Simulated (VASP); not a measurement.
# EuPt3 (Fm-3m) in VASP: density of states with PBEsol

Aim: the density of states of EuPt3 with PBEsol.

Program: VASP 6.6.1. These are calculated values, not measurements. Logs are shortened: lines on timing, memory, paths and dates and some standing lists are left out, and cuts for length are marked.

**1. The cell of the first run**

The structure is cubic, space group Fm-3m (No. 225). Conventional cell: a = 6.574 Å, b = 6.574 Å, c = 6.574 Å, α = 90.00°, β = 90.00°, γ = 90.00°. Eu (site symmetry m-3m) has 14 Pt at 2.85 to 3.29 Å within 3.8 Å. Within 3.8 Å of Pt (site symmetry m-3m) lie 8 Pt at 2.85 Å and 6 Eu at 3.29 Å. Within 3.8 Å of Pt (site symmetry -43m) lie 4 Eu at 2.85 Å and 10 Pt at 2.85 to 3.29 Å.

**2. Density of states, PBEsol, collinear spin, ferromagnetic start**

File POSCAR:

```
EuPt3
1.0
    0.0000000000      3.2871274156      3.2871274156
    3.2871274156      0.0000000000      3.2871274156
    3.2871274156      3.2871274156      0.0000000000
Eu Pt
1 3
Direct
    0.0000000000      0.0000000000      0.0000000000
    0.5000000000      0.5000000000      0.5000000000
    0.2500000000      0.2500000000      0.2500000000
    0.7500000000      0.7500000000      0.7500000000
```

File INCAR.step1:

```
SYSTEM = EuPt3
  ALGO = Normal
  EDIFF = 1E-7
  ENCUT = 520
  GGA = PS
  ISIF = 2
  ISMEAR = 0
  ISPIN = 2
  LASPH = .True.
  LCHARG = .True.
  LMAXMIX = 6
  LREAL = .False.
  LWAVE = .False.
  MAGMOM = 7.02 0 0 0
  NBANDS = 36
  NELM = 150
  PREC = Accurate
  SIGMA = 0.05
```

File KPOINTS.step1:

```
k-points
0
Gamma
  8 8 8
  0 0 0
```

File INCAR.step2:

```
SYSTEM = EuPt3
  ALGO = Normal
  EDIFF = 1E-7
  ENCUT = 520
  GGA = PS
  ICHARG = 11
  ISIF = 2
  ISMEAR = -5
  ISPIN = 2
  LASPH = .True.
  LCHARG = .False.
  LMAXMIX = 6
  LORBIT = 10
  LREAL = .False.
  LWAVE = .False.
  MAGMOM = 7.02 0 0 0
  NBANDS = 36
  NEDOS = 1001
  NELM = 150
  PREC = Accurate
  SIGMA = 0.05
```

File KPOINTS.step2:

```
k-points
0
Gamma
  12 12 12
  0 0 0
```

Potentials or basis: VASP PAW PBE potentials, release 64 (Eu, Pt).

Launch:

```sh
$ cat potpaw_PBE.64/Eu/POTCAR potpaw_PBE.64/Pt/POTCAR > POTCAR
$ cp INCAR.step1 INCAR
$ cp KPOINTS.step1 KPOINTS
$ mpirun -np 1 vasp_std > vasp.out
$ cp INCAR.step2 INCAR
$ cp KPOINTS.step2 KPOINTS
$ mpirun -np 1 vasp_std > vasp.out
```

OUTCAR:

```text
SYSTEM = EuPt3
   EDIFF = 1E-7
   ENCUT = 520
   GGA = PS
   ICHARG = 11
   ISIF = 2
   ISMEAR = -5
   ISPIN = 2
   LASPH = .True.
   LORBIT = 10
   LREAL = .False.
   NELM = 150
   PREC = Accurate

 ion  position               nearest neighbor table
   1  0.000  0.000  0.000-   4 2.85   4 2.85   4 2.85   3 2.85   3 2.85   3 2.85   4 2.85   3 2.85
                             2 3.29   2 3.29   2 3.29   2 3.29   2 3.29   2 3.29
   2  0.500  0.500  0.500-   3 2.85   3 2.85   3 2.85   4 2.85   4 2.85   4 2.85   4 2.85   3 2.85
                             1 3.29   1 3.29   1 3.29   1 3.29   1 3.29   1 3.29
   3  0.250  0.250  0.250-   1 2.85   1 2.85   1 2.85   2 2.85   2 2.85   2 2.85   2 2.85   1 2.85
                             4 3.29   4 3.29   4 3.29   4 3.29   4 3.29   4 3.29
   4  0.750  0.750  0.750-   2 2.85   2 2.85   2 2.85   1 2.85   1 2.85   1 2.85   2 2.85   1 2.85
                             3 3.29   3 3.29   3 3.29   3 3.29   3 3.29   3 3.29

  LATTYP: Found a face centered cubic cell.
 ALAT       =     6.5742548312

  Lattice vectors:

 A1 = (   0.0000000000,   3.2871274156,   3.2871274156)
 A2 = (   3.2871274156,   0.0000000000,   3.2871274156)
 A3 = (   3.2871274156,   3.2871274156,   0.0000000000)

Analysis of symmetry for initial positions (statically):
=====================================================================
 Subroutine PRICEL returns:
 Original cell was already a primitive cell.

 Routine SETGRP: Setting up the symmetry group for a
 face centered cubic supercell.

 Subroutine GETGRP returns: Found 48 space group operations
 (whereof 48 operations were pure point group operations)
 out of a pool of 48 trial point group operations.

The static configuration has the point symmetry O_h .

Analysis of symmetry for dynamics (positions and initial velocities):
=====================================================================
 Subroutine PRICEL returns:
 Original cell was already a primitive cell.

 Routine SETGRP: Setting up the symmetry group for a
 face centered cubic supercell.

 Subroutine GETGRP returns: Found 48 space group operations
 (whereof 48 operations were pure point group operations)
 out of a pool of 48 trial point group operations.

The dynamic configuration has the point symmetry O_h .

Analysis of structural, dynamic, and magnetic symmetry:
=====================================================================
 Subroutine PRICEL returns:
 Original cell was already a primitive cell.

 Routine SETGRP: Setting up the symmetry group for a
 face centered cubic supercell.
[... 141 lines left out ...]
   LRPA    =     F    only Hartree local field effects (RPA)
 spin polarized calculation
 Fermi weights with tetrahedron method with Bloechl corrections
  energy-cutoff  :      520.00
  volume of cell :       71.04
 maximum number of plane-waves:      1932

 number of electron      46.9999995 magnetization       6.5411453

 Free energy of the ion-electron system (eV)
  ---------------------------------------------------
  ext. energy  EPLUGINS =         0.00000000
  ---------------------------------------------------
  free energy    TOTEN  =       -34.11477126 eV

  energy without entropy =      -34.11477126  energy(sigma->0) =      -34.11477126

 E-fermi :   7.9307     XC(G=0): -12.7934

 val. band max:        8.0020901058   @ k =  -0.3333   0.5000   0.1667
 cond. band min:       7.9001144207   @ k =  -0.4167   0.5000   0.0833
 fundamental gap:     -0.1019756851
 Fermi energy:         7.9307084470

 spin component 1

 k-point     1 :       0.0000    0.0000    0.0000
  band No.  band energies     occupation
      1     -32.8033      1.00000
      2     -11.6023      1.00000
      3     -11.6023      1.00000
      4     -11.6023      1.00000
      5      -0.1172      1.00000
      6       2.6894      1.00000
[... 901 lines left out ...]
     34      14.7223      0.00000
     35      15.3474      0.00000

 [... further k-points ...]

 spin component 2

 k-point     1 :       0.0000    0.0000    0.0000
  band No.  band energies     occupation
      1     -29.9255      1.00000
      2      -9.5686      1.00000
      3      -9.5686      1.00000
      4      -9.5686      1.00000
      5       0.0560      1.00000
      6       2.7584      1.00000
[... 901 lines left out ...]
     34      15.2127      0.00000
     35      15.9641      0.00000

 [... further k-points ...]

 [bands above 35 left out]

------------------------ aborting loop because EDIFF is reached ----------------------------------------

  FORCE on cell =-STRESS in cart. coord.  units (eV):
  Direction    XX          YY          ZZ          XY          YZ          ZX
  --------------------------------------------------------------------------------------
  -------------------------------------------------------------------------------------
  Total        0.6261254      0.6261254      0.6261254      0.0000000      0.0000000     -0.0000000
  in kB       14.1218732     14.1218732     14.1218732      0.0000000      0.0000000     -0.0000000
  external PRESSURE =      14.1218732 kB  Pullay stress =       0.0000000 kB

 VOLUME and BASIS-vectors are now :
 -----------------------------------------------------------------------------
  energy-cutoff  :      520.00
  volume of cell :       71.04
      direct lattice vectors                 reciprocal lattice vectors
     0.000000000  3.287127416  3.287127416    -0.152108494  0.152108494  0.152108494
     3.287127416  0.000000000  3.287127416     0.152108494 -0.152108494  0.152108494
     3.287127416  3.287127416  0.000000000     0.152108494  0.152108494 -0.152108494

 POSITION                                       TOTAL-FORCE (eV/Angst)
 -----------------------------------------------------------------------------------
      0.00000      0.00000      0.00000        -0.000000     -0.000000     -0.000000
      3.28713      3.28713      3.28713        -0.000000     -0.000000     -0.000000
      1.64356      1.64356      1.64356         0.000000      0.000000     -0.000000
      4.93069      4.93069      4.93069        -0.000000      0.000000      0.000000
 -----------------------------------------------------------------------------------
    total drift:                               -0.000000      0.000000      0.000000

  FREE ENERGIE OF THE ION-ELECTRON SYSTEM (eV)
  ---------------------------------------------------
  free  energy   TOTEN  =       -34.1147712631 eV

  energy  without entropy=      -34.1147712631  energy(sigma->0) =      -34.11477126

 total charge

# of ion       s       p       d       f       tot
--------------------------------------------------
    1        2.079   5.714   0.628   6.443  14.864
    2        0.624   0.441   8.074   0.000   9.139
    3        0.655   0.389   8.191   0.000   9.235
    4        0.655   0.389   8.191   0.000   9.235
--------------------------------------------------
tot          4.014   6.932  25.084   6.443  42.473

 magnetization (x)

# of ion       s       p       d       f       tot
--------------------------------------------------
    1       -0.001  -0.076   0.109   6.317   6.349
    2        0.011   0.009   0.005   0.000   0.025
    3        0.016   0.027  -0.055   0.000  -0.012
    4        0.016   0.027  -0.055   0.000  -0.012
--------------------------------------------------
tot          0.043  -0.012   0.004   6.317   6.351
```

OUTCAR.step1:

```text
SYSTEM = EuPt3
   EDIFF = 1E-7
   ENCUT = 520
   GGA = PS
   ISIF = 2
[... 2080 lines left out ...]
      0.00000      0.00000      0.00000        -0.000000     -0.000000     -0.000000
      3.28713      3.28713      3.28713        -0.000000     -0.000000     -0.000000
      1.64356      1.64356      1.64356         0.000000      0.000000      0.000000
      4.93069      4.93069      4.93069         0.000000     -0.000000      0.000000
 -----------------------------------------------------------------------------------
    total drift:                               -0.000000      0.000000      0.000000

  FREE ENERGIE OF THE ION-ELECTRON SYSTEM (eV)
  ---------------------------------------------------
  free  energy   TOTEN  =       -34.1137824799 eV

  energy  without entropy=      -34.1026172923  energy(sigma->0) =      -34.10819989
```

Run time: 7.3 min. Hardware: 1 thread of Intel Xeon 6975P-C (Granite Rapids), shared host; peak memory 0.45 GiB.

Results:

* Net moment: 6.54 μB per cell
* Site moments: Eu +6.35; Pt +0.03, -0.01 μB
* Valence electrons inside the program's atomic spheres: Eu 14.86; Pt 9.14, 9.23

Caveat: the PAW data sets were made with another functional, which shifts forces and pressure a little; spin-orbit coupling is left out, which moves the levels of the heavy elements; without U or exact exchange the open f shell lies at the Fermi level, which spoils levels, moments and volumes; tetrahedron occupations give inexact forces and stress in metals.
